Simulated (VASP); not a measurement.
# MgH2 (P4_2/mnm) in VASP: a series of runs

The runs below take MgH2 through single point, relaxation of cell and atoms, with r2SCAN.

Program: VASP 6.6.1. These are calculated values, not measurements. Logs are shortened: lines on timing, memory, paths and dates and some standing lists are left out, and cuts for length are marked.

## Step 1: The cell of the first run

It takes space group P4_2/mnm (No. 136, tetragonal). The conventional cell has a = 4.485 Å, b = 4.485 Å, c = 2.996 Å, α = 90.00°, β = 90.00°, γ = 90.00°. Mg (site symmetry mmm) has 6 H at 1.93 to 1.94 Å within 2.6 Å. H (site symmetry m2m) has 3 Mg at 1.93 to 1.94 Å and 1 H at 2.48 Å within 2.6 Å.

## Step 2: Single point, r2SCAN

POSCAR reads:

```
MgH2
1.0
    4.4846233499      0.0000000000      0.0000000000
    0.0000000000      4.4846233499      0.0000000000
    0.0000000000      0.0000000000      2.9964784772
Mg H
2 4
Direct
    0.0000000000      0.0000000000      0.0000000000
    0.5000000000      0.5000000000      0.5000000000
    0.3046891425      0.3046891425      0.0000000000
    0.1953108575      0.8046891425      0.5000000000
    0.6953108575      0.6953108575      0.0000000000
    0.8046891425      0.1953108575      0.5000000000
```

INCAR.step1 reads:

```
SYSTEM = MgH2
PREC = Accurate
ENCUT = 660
ISMEAR = 0
SIGMA = 0.01
LREAL = .FALSE.
LASPH = .TRUE.
NELM = 120
NBANDS = 13
GGA = PE
ALGO = Normal
EDIFF = 1E-5
LWAVE = .TRUE.
LCHARG = .FALSE.
GGA_COMPAT = .FALSE.
```

INCAR.step2 reads:

```
SYSTEM = MgH2
PREC = Accurate
ENCUT = 660
EDIFF = 1E-6
ISMEAR = 0
SIGMA = 0.01
LREAL = .FALSE.
LASPH = .TRUE.
NELM = 120
ALGO = Normal
ISIF = 2
LWAVE = .FALSE.
LCHARG = .FALSE.
METAGGA = R2SCAN
LMIXTAU = .TRUE.
NBANDS = 13
ISTART = 1
GGA_COMPAT = .FALSE.
```

KPOINTS reads:

```
Automatic mesh
0
G
  6 6 8
  0 0 0
```

Potentials or basis: VASP PAW PBE potentials, release 64 (Mg, H).

The run is started by

```sh
> cat potpaw_PBE.64/Mg/POTCAR potpaw_PBE.64/H/POTCAR > POTCAR
> cp INCAR.step1 INCAR
> mpirun -np 1 vasp_std > vasp.out
> cp INCAR.step2 INCAR
> mpirun -np 1 vasp_std > vasp.out
```

OUTCAR:

```text
SYSTEM = MgH2
   PREC = Accurate
   ENCUT = 660
   EDIFF = 1E-6
   ISMEAR = 0
   LREAL = .FALSE.
   LASPH = .TRUE.
   NELM = 120
   ISIF = 2
   METAGGA = R2SCAN
   ISTART = 1

 ion  position               nearest neighbor table
   1  0.000  0.000  0.000-   3 1.93   5 1.93   4 1.94   6 1.94   4 1.94   6 1.94   2 3.51   2 3.51
                             2 3.51   2 3.51   2 3.51   2 3.51   2 3.51   2 3.51
   2  0.500  0.500  0.500-   4 1.93   6 1.93   5 1.94   3 1.94   3 1.94   5 1.94   1 3.51   1 3.51
                             1 3.51   1 3.51   1 3.51   1 3.51   1 3.51   1 3.51
   3  0.305  0.305  0.000-   1 1.93   2 1.94   2 1.94
   4  0.195  0.805  0.500-   2 1.93   1 1.94   1 1.94
   5  0.695  0.695  0.000-   1 1.93   2 1.94   2 1.94
   6  0.805  0.195  0.500-   2 1.93   1 1.94   1 1.94

  LATTYP: Found a simple tetragonal cell.
 ALAT       =     4.4846233499
 C/A-ratio  =     0.6681672558

  Lattice vectors:

 A1 = (   4.4846233499,   0.0000000000,   0.0000000000)
 A2 = (   0.0000000000,   4.4846233499,   0.0000000000)
 A3 = (   0.0000000000,   0.0000000000,   2.9964784772)

Analysis of symmetry for initial positions (statically):
=====================================================================
 Subroutine PRICEL returns:
 Original cell was already a primitive cell.

 Routine SETGRP: Setting up the symmetry group for a
 simple tetragonal supercell.

 Subroutine GETGRP returns: Found 16 space group operations
 (whereof  8 operations were pure point group operations)
 out of a pool of 16 trial point group operations.

The static configuration has the point symmetry D_2h.
 The point group associated with its full space group is D_4h.

Analysis of symmetry for dynamics (positions and initial velocities):
=====================================================================
 Subroutine PRICEL returns:
 Original cell was already a primitive cell.

 Routine SETGRP: Setting up the symmetry group for a
 simple tetragonal supercell.

 Subroutine GETGRP returns: Found 16 space group operations
 (whereof  8 operations were pure point group operations)
 out of a pool of 16 trial point group operations.

The dynamic configuration has the point symmetry D_2h.
 The point group associated with its full space group is D_4h.

 Subroutine INISYM returns: Found 16 space group operations
 (whereof  8 operations are pure point group operations),
 and found     1 'primitive' translations

----------------------------------------------------------------------------------------

                                     Primitive cell
[... 116 lines left out ...]
   IALGO  =     38    algorithm
   IMIX   =      4    mixing-type and parameters
     AMIX     =   0.40;   BMIX     =  1.00
     AMIX_MAG =   1.60;   BMIX_MAG =  1.00
  volume/ion in A,a.u.               =      10.04        67.78
  Fermi-wavevector in a.u.,A,eV,Ry     =   0.835123  1.578154  9.489118  0.697430
  Thomas-Fermi vector in A             =   1.948629
   LORBIT       =      0    0 simple, 1 ext, 2 COOP (PROOUT), +10 PAW based schemes
   METAGGA = R2SCAN    functional components
   LHFCALC =     F    Hartree Fock is set to
   AEXX    =    0.0000 exact exchange contribution
   IVDW    =     0    specifies the selected vdW correction
   LEPSILON=     F    determine dielectric tensor
   LRPA    =     F    only Hartree local field effects (RPA)
 non-spin polarized calculation
 Gauss-broadening in eV      SIGMA  =   0.01
  energy-cutoff  :      660.00
  volume of cell :       60.26
 maximum number of plane-waves:      2349
 NGX is ok and might be reduce to    40
   NGX = 19   NGY = 19   NGZ = 13

 number of electron       7.9999998 magnetization

 Free energy of the ion-electron system (eV)
  ---------------------------------------------------
  ext. energy  EPLUGINS =         0.00000000
  ---------------------------------------------------
  free energy    TOTEN  =       -23.73105215 eV

  energy without entropy =      -23.73105215  energy(sigma->0) =      -23.73105215

 E-fermi :  -0.7454     XC(G=0):  -8.7402

 val. band max:       -0.8378861133   @ k =   0.1667   0.1667   0.0000
 cond. band min:       3.6234383748   @ k =   0.3333   0.3333   0.5000
 fundamental gap:      4.4613244882
 Fermi energy:        -0.7453717988

 k-point     1 :       0.0000    0.0000    0.0000
  band No.  band energies     occupation
      1      -7.4304      2.00000
      2      -2.3072      2.00000
      3      -2.3072      2.00000
      4      -1.2323      2.00000
      5       4.4169      0.00000
      6       4.8968      0.00000
      7       9.1410      0.00000
      8       9.1410      0.00000
      9      11.0127      0.00000
     10      11.2908      0.00000
     11      12.5887      0.00000
     12      15.5660      0.00000
     13      15.5660      0.00000
[... 354 lines left out ...]
  band No.  band energies     occupation
      1      -4.8783      2.00000
      2      -4.8783      2.00000
      3      -1.1647      2.00000
      4      -1.1647      2.00000
      5       5.6519      0.00000
      6       5.6519      0.00000
      7       7.3105      0.00000
      8       7.3105      0.00000
      9       9.2423      0.00000
     10       9.2423      0.00000
     11      13.0200      0.00000
     12      13.0200      0.00000
     13      14.7116      0.00000

 [... further k-points ...]

------------------------ aborting loop because EDIFF is reached ----------------------------------------

  FORCE on cell =-STRESS in cart. coord.  units (eV):
  Direction    XX          YY          ZZ          XY          YZ          ZX
  --------------------------------------------------------------------------------------
  -------------------------------------------------------------------------------------
  Total       -0.1011784     -0.1011784     -0.1439700     -0.0000000      0.0000000      0.0000000
  in kB       -2.6898946     -2.6898946     -3.8275383     -0.0000000      0.0000000      0.0000000
  external PRESSURE =      -3.0691092 kB  Pullay stress =       0.0000000 kB

 VOLUME and BASIS-vectors are now :
 -----------------------------------------------------------------------------
  energy-cutoff  :      660.00
  volume of cell :       60.26
      direct lattice vectors                 reciprocal lattice vectors
     4.484623350  0.000000000  0.000000000     0.222984167  0.000000000  0.000000000
     0.000000000  4.484623350  0.000000000     0.000000000  0.222984167  0.000000000
     0.000000000  0.000000000  2.996478477     0.000000000  0.000000000  0.333725073

 POSITION                                       TOTAL-FORCE (eV/Angst)
 -----------------------------------------------------------------------------------
      0.00000      0.00000      0.00000         0.000000      0.000000      0.000000
      2.24231      2.24231      1.49824         0.000000      0.000000      0.000000
      1.36642      1.36642      0.00000         0.000738      0.000738     -0.000000
      0.87590      3.60873      1.49824        -0.000738      0.000738      0.000000
      3.11821      3.11821      0.00000        -0.000738     -0.000738      0.000000
      3.60873      0.87590      1.49824         0.000738     -0.000738      0.000000
 -----------------------------------------------------------------------------------
    total drift:                                0.000000      0.000000      0.000000

  FREE ENERGIE OF THE ION-ELECTRON SYSTEM (eV)
  ---------------------------------------------------
  free  energy   TOTEN  =       -23.7310521471 eV

  energy  without entropy=      -23.7310521471  energy(sigma->0) =      -23.73105215
```

Wall time 4.6 min (1 thread of Intel Xeon 8259CL, shared host); peak memory 0.24 GiB.

Results:

* Free energy: -23.7311 eV
* Pressure: -0.3 GPa
* Band gap on the k mesh: 4.46 eV (least direct gap 5.25 eV)

Stress tensor (GPa, compression positive):
```
-0.27  0.00  0.00
 0.00 -0.27  0.00
 0.00  0.00 -0.38
```

Levels at points of the mesh, in eV from the valence-band top:
```
           k point  band 2  band 3  band 4  band 5  band 6  band 7
(0.00, 0.00, 0.00)   -1.47   -1.47   -0.39    5.25    5.73    9.98
(0.50, 0.00, 0.00)   -4.91   -0.51   -0.51    5.99    5.99   10.90
(0.50, 0.50, 0.00)   -3.79   -2.77   -2.77    9.86    9.86    9.95
(0.00, 0.00, 0.50)   -3.07   -0.10   -0.10    7.14    7.14    7.54
(0.50, 0.00, 0.50)   -2.34   -1.06   -1.06    5.82    5.82    7.52
(0.50, 0.50, 0.50)   -1.94   -0.98   -0.98    4.57    4.57    4.74
```

Caveat: the PAW data sets were made with another functional, which shifts forces and pressure a little. A k mesh can miss the band edges.

## Step 3: Relaxation of cell and atoms, r2SCAN

POSCAR reads:

```
MgH2
1.0
    4.4852620639      0.0000000000      0.0000000000
    0.0000000000      4.4852620639      0.0000000000
    0.0000000000      0.0000000000      2.9958896468
Mg H
2 4
Direct
    0.0000000000      0.0000000000      0.0000000000
    0.5000000000      0.5000000000      0.5000000000
    0.3046997465      0.3046997465      0.0000000000
    0.1953002535      0.8046997465      0.5000000000
    0.6953002535      0.6953002535      0.0000000000
    0.8046997465      0.1953002535      0.5000000000
```

INCAR.step1 reads:

```
PREC = Accurate
ENCUT = 660
ISMEAR = 0
SIGMA = 0.01
LREAL = False
LASPH = True
NELM = 120
GGA = PE
ALGO = Normal
EDIFF = 1E-5
LWAVE = True
LCHARG = False
GGA_COMPAT = False
IBRION = 2
ISIF = 3
EDIFFG = -0.005
NELMIN = 4
NSW = 100
```

INCAR.step2 reads:

```
PREC = Accurate
ENCUT = 660
EDIFF = 1E-7
ISMEAR = 0
SIGMA = 0.01
LREAL = False
LASPH = True
NELM = 120
ALGO = Normal
ISIF = 3
LWAVE = False
LCHARG = False
METAGGA = R2SCAN
LMIXTAU = True
IBRION = 2
NSW = 80
EDIFFG = -0.001
ISTART = 1
GGA_COMPAT = False
NELMIN = 4
```

KPOINTS reads:

```
regular mesh
0
Gamma
  6 6 8
```

Potentials or basis: VASP PAW PBE potentials, release 64 (Mg, H).

The run is started by

```sh
> cat potpaw_PBE.64/Mg/POTCAR potpaw_PBE.64/H/POTCAR > POTCAR
> cp INCAR.step1 INCAR
> mpirun -np 1 vasp_std > vasp.out
> cp INCAR.step2 INCAR
> mpirun -np 1 vasp_std > vasp.out
```

OUTCAR:

```text
PREC = Accurate
   ENCUT = 660
   EDIFF = 1E-7
   ISMEAR = 0
   LREAL = False
   LASPH = True
   NELM = 120
   ISIF = 3
   METAGGA = R2SCAN
   IBRION = 2
   NSW = 80
   EDIFFG = -0.001
   ISTART = 1
   NELMIN = 4

 ion  position               nearest neighbor table
   1  0.000  0.000  0.000-   3 1.93   5 1.93   4 1.94   6 1.94   4 1.94   6 1.94   2 3.51   2 3.51
                             2 3.51   2 3.51   2 3.51   2 3.51   2 3.51   2 3.51
   2  0.500  0.500  0.500-   4 1.93   6 1.93   5 1.94   3 1.94   3 1.94   5 1.94   1 3.51   1 3.51
                             1 3.51   1 3.51   1 3.51   1 3.51   1 3.51   1 3.51
   3  0.305  0.305  0.000-   1 1.93   2 1.94   2 1.94
   4  0.195  0.805  0.500-   2 1.93   1 1.94   1 1.94
   5  0.695  0.695  0.000-   1 1.93   2 1.94   2 1.94
   6  0.805  0.195  0.500-   2 1.93   1 1.94   1 1.94

  LATTYP: Found a simple tetragonal cell.
 ALAT       =     4.4852620639
 C/A-ratio  =     0.6679408258

  Lattice vectors:

 A1 = (   4.4852620639,   0.0000000000,   0.0000000000)
 A2 = (   0.0000000000,   4.4852620639,   0.0000000000)
 A3 = (   0.0000000000,   0.0000000000,   2.9958896468)

Analysis of symmetry for initial positions (statically):
=====================================================================
 Subroutine PRICEL returns:
 Original cell was already a primitive cell.

[... 190 lines left out ...]
  in kB       -2.7650599     -2.7650599     -3.5915399      0.0000000      0.0000000      0.0000000
  external PRESSURE =      -3.0405532 kB  Pullay stress =       0.0000000 kB
[... 187 lines left out ...]
--------------------------------------- Ionic step        6  -------------------------------------------

 number of electron       7.9999998 magnetization

 Free energy of the ion-electron system (eV)
  ---------------------------------------------------
  ext. energy  EPLUGINS =         0.00000000
  ---------------------------------------------------
  free energy    TOTEN  =       -23.73138431 eV

  energy without entropy =      -23.73138431  energy(sigma->0) =      -23.73138431

 E-fermi :  -0.7668     XC(G=0):  -8.7591

 val. band max:       -0.8147319331   @ k =   0.1667   0.1667   0.0000
 cond. band min:       3.6594718772   @ k =   0.3333   0.3333   0.5000
 fundamental gap:      4.4742038103
 Fermi energy:        -0.7667590556

 k-point     1 :       0.0000    0.0000    0.0000
  band No.  band energies     occupation
      1      -7.4345      2.00000
      2      -2.2913      2.00000
      3      -2.2913      2.00000
      4      -1.2081      2.00000
      5       4.4358      0.00000
      6       4.9399      0.00000
      7       9.1926      0.00000
      8       9.1926      0.00000
[... 243 lines left out ...]
 k-point    24 :       0.5000    0.0000    0.2500
  band No.  band energies     occupation
      1      -4.8719      2.00000
      2      -4.8719      2.00000
      3      -1.1437      2.00000
      4      -1.1437      2.00000
      5       5.6852      0.00000
      6       5.6852      0.00000
      7       7.3637      0.00000
      8       7.3637      0.00000

 [... further k-points ...]

------------------------ aborting loop because EDIFF is reached ----------------------------------------

  FORCE on cell =-STRESS in cart. coord.  units (eV):
  Direction    XX          YY          ZZ          XY          YZ          ZX
  --------------------------------------------------------------------------------------
  -------------------------------------------------------------------------------------
  Total       -0.0006504     -0.0006504      0.0010568     -0.0000000      0.0000000      0.0000000
  in kB       -0.0173876     -0.0173876      0.0282521     -0.0000000      0.0000000      0.0000000
  external PRESSURE =      -0.0021744 kB  Pullay stress =       0.0000000 kB
[... 21 lines left out ...]
  FREE ENERGIE OF THE ION-ELECTRON SYSTEM (eV)
  ---------------------------------------------------
  free  energy   TOTEN  =       -23.7313843092 eV

  energy  without entropy=      -23.7313843092  energy(sigma->0) =      -23.73138431

 reached required accuracy - stopping structural energy minimisation
```

OUTCAR.step1:

```text
PREC = Accurate
   ENCUT = 660
   ISMEAR = 0
   LREAL = False
   LASPH = True
   NELM = 120
   GGA = PE
   EDIFF = 1E-5
[... 700 lines left out ...]
  -------------------------------------------------------------------------------------
  Total       -0.0040242     -0.0040242     -0.0057057      0.0000000      0.0000000      0.0000000
  in kB       -0.1052094     -0.1052094     -0.1491711      0.0000000      0.0000000      0.0000000
  external PRESSURE =      -0.1198633 kB  Pullay stress =       0.0000000 kB
[... 21 lines left out ...]
  FREE ENERGIE OF THE ION-ELECTRON SYSTEM (eV)
  ---------------------------------------------------
  free  energy   TOTEN  =       -17.6552950964 eV

  energy  without entropy=      -17.6552950964  energy(sigma->0) =      -17.65529510

 reached required accuracy - stopping structural energy minimisation
```

OSZICAR.step1:

```text
N       E                     dE             d eps       ncg     rms          rms(c)
DAV:   1     0.432544028433E+01    0.43254E+01   -0.36570E+03   800   0.933E+02
DAV:   2    -0.181266046484E+02   -0.22452E+02   -0.21845E+02  1056   0.892E+01
DAV:   3    -0.189008508090E+02   -0.77425E+00   -0.77425E+00  1032   0.232E+01
[... 33 lines left out ...]
       N       E                     dE             d eps       ncg     rms          rms(c)
DAV:   1    -0.176552943970E+02   -0.40207E-04   -0.16171E-03  1008   0.320E-01    0.177E-02
DAV:   2    -0.176552947204E+02   -0.32346E-06   -0.92160E-06   760   0.265E-02    0.112E-02
DAV:   3    -0.176552950804E+02   -0.35997E-06   -0.47929E-06   424   0.150E-02    0.120E-03
DAV:   4    -0.176552950964E+02   -0.16008E-07   -0.20012E-07   400   0.414E-03
   6 F= -.17655295E+02 E0= -.17655295E+02  d E =-.811370E-04
```

It took 17 min on 1 thread of Intel Xeon 8259CL, shared host; peak memory 0.25 GiB.

Results:

| Item | Value |
| --- | --- |
| Free energy | -23.7314 eV |
| Relaxed volume | 9.99 Å³/atom |
| Relaxed cell | a = 4.477 Å, b = 4.477 Å, c = 2.991 Å, α = 90.00°, β = 90.00°, γ = 90.00° |
| Space group after relaxing (to 0.1 Å) | P4_2/mnm (No. 136) |
| Energy gained by relaxing | 0.1 meV/atom |
| Ionic steps | 6 |
| Pressure after relaxing | 0.0 GPa |
| Band gap on the k mesh | 4.47 eV (least direct gap 5.26 eV) |

The path:
```tsv
step	energy change (eV)	largest force (eV/Å)	pressure (GPa)	volume (Å³)
1	0.0000	0.0004	-0.30	60.27
2	-0.0002	0.0010	-0.15	60.10
3	-0.0003	0.0019	-0.05	60.00
4	-0.0003	0.0023	0.00	59.95
5	-0.0003	0.0012	0.00	59.94
6	-0.0003	0.0005	0.00	59.93
```

Final structure:
```yaml
crystal:
  lattice:
    - [4.47660, 0.00000, 0.00000]
    - [0.00000, 4.47660, 0.00000]
    - [0.00000, 0.00000, 2.99067]
  atoms:
    - { symbol: Mg, position: [0.00000, 0.00000, 0.00000] }
    - { symbol: Mg, position: [0.50000, 0.50000, 0.50000] }
    - { symbol: H, position: [0.30465, 0.30465, 0.00000] }
    - { symbol: H, position: [0.19535, 0.80465, 0.50000] }
    - { symbol: H, position: [0.69535, 0.69535, 0.00000] }
    - { symbol: H, position: [0.80465, 0.19535, 0.50000] }
```

Levels at points of the mesh, in eV from the valence-band top:
```
           k point  band 1  band 2  band 3  band 4  band 5  band 6  band 7  band 8
(0.00, 0.00, 0.00)   -6.62   -1.48   -1.48   -0.39    5.25    5.75   10.01   10.01
(0.50, 0.00, 0.00)   -4.93   -4.93   -0.51   -0.51    6.01    6.01   10.93   10.93
(0.50, 0.50, 0.00)   -3.81   -3.81   -2.78   -2.78    9.90    9.90    9.97    9.97
(0.00, 0.00, 0.50)   -3.08   -3.08   -0.10   -0.10    7.17    7.17    7.56    7.56
(0.50, 0.00, 0.50)   -2.35   -2.35   -1.07   -1.07    5.83    5.83    7.54    7.54
(0.50, 0.50, 0.50)   -1.95   -1.95   -0.98   -0.98    4.59    4.59    4.74    4.74
```

Caveat: the PAW data sets were made with another functional, which shifts forces and pressure a little. A k mesh can miss the band edges.
